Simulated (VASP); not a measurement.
C: relaxation of cell and atoms with BLYP+D3(BJ)

The system is C.

```
C
1.0
     0.00000    2.12700    3.34800
     1.22800    0.00000    3.34800
     1.22800    2.12700    0.00000
C
2
Direct
  0.16667 0.83333 0.16667
  0.83333 0.16667 0.83333
```

* Program: VASP 6.6.1
* Task: relaxation of cell and atoms
* Functional: BLYP
* Dispersion: D3(BJ)
* Potentials or basis: VASP PAW PBE potentials, release 64 (C)
* Cutoff: 600 eV
* k mesh: 15 × 15 × 15
* Occupations: gaussian, width 0.15 eV
* Spin: no spin polarisation
* Dipole correction: no
* Further INCAR settings: ALGO = Normal; EDIFF = 1e-06; IBRION = 2; EDIFFG = -0.01; NSW = 80; ISIF = 3

```
Relaxed volume                         : 8.64 Å³/atom
Relaxed cell                           : a = 3.907 Å, b = 3.495 Å, c = 2.469 Å, α = 79.81°, β = 61.71°, γ = 38.47°
Space group after relaxing (to 0.05 Å) : Fmmm (No. 69)
Energy gained by relaxing              : 3.2 meV/atom
Ionic steps                            : 11
Pressure after relaxing                : 0.0 GPa
Band gap on the k mesh                 : 0.11 eV, indirect (the least direct gap lies 2.3 meV higher)
Dispersion energy per atom             : -0.306 eV
```

Forces in eV/Å, atoms in the order of the input:
```
C    0.000 -0.002  0.000
C    0.000  0.002  0.000
```

Stress tensor (GPa, compression positive):
```
-0.07  0.00  0.00
 0.00  0.04  0.00
 0.00  0.00  0.06
```

Step by step:
| step | energy change (eV) | largest force (eV/Å) | pressure (GPa) | volume (Å³) |
| --- | --- | --- | --- | --- |
| 1 | 0.0000 | 0.0061 | 4.90 | 17.49 |
| 2 | 0.0269 | 0.0134 | -12.64 | 18.17 |
| 3 | -0.0051 | 0.0007 | -0.53 | 17.68 |
| 4 | -0.0051 | 0.0009 | -0.41 | 17.68 |
| 5 | -0.0054 | 0.0016 | -0.31 | 17.63 |
| 6 | -0.0060 | 0.0036 | -0.22 | 17.50 |
| 7 | -0.0059 | 0.0081 | 0.15 | 17.23 |
| 8 | -0.0062 | 0.0057 | -0.02 | 17.37 |
| 9 | -0.0063 | 0.0066 | -0.01 | 17.35 |
| 10 | -0.0064 | 0.0423 | -0.02 | 17.28 |
| 11 | -0.0065 | 0.0023 | 0.01 | 17.27 |

Final structure:
```
CELL_PARAMETERS angstrom
0.00000 2.13806 3.26962
1.23552 0.00000 3.26962
1.23552 2.13806 0.00000
ATOMIC_POSITIONS crystal
C 0.16671 0.83329 0.16671
C 0.83329 0.16671 0.83329
```

Levels at points of the mesh, in eV from the valence-band top:
| k point | band 1 | band 2 | band 3 | band 4 | band 5 | band 6 | band 7 | band 8 |
| --- | --- | --- | --- | --- | --- | --- | --- | --- |
| (0.00, 0.00, 0.00) | -19.52 | -6.28 | -3.14 | -3.12 | 4.60 | 8.36 | 8.44 | 11.21 |

Wall time 5.6 min on 1 thread of Intel Xeon 6975P-C, on a shared host, peak memory 0.21 GiB.

Caveat: the PAW data sets were made with another functional, which shifts forces and pressure a little. A k mesh can miss the band edges.
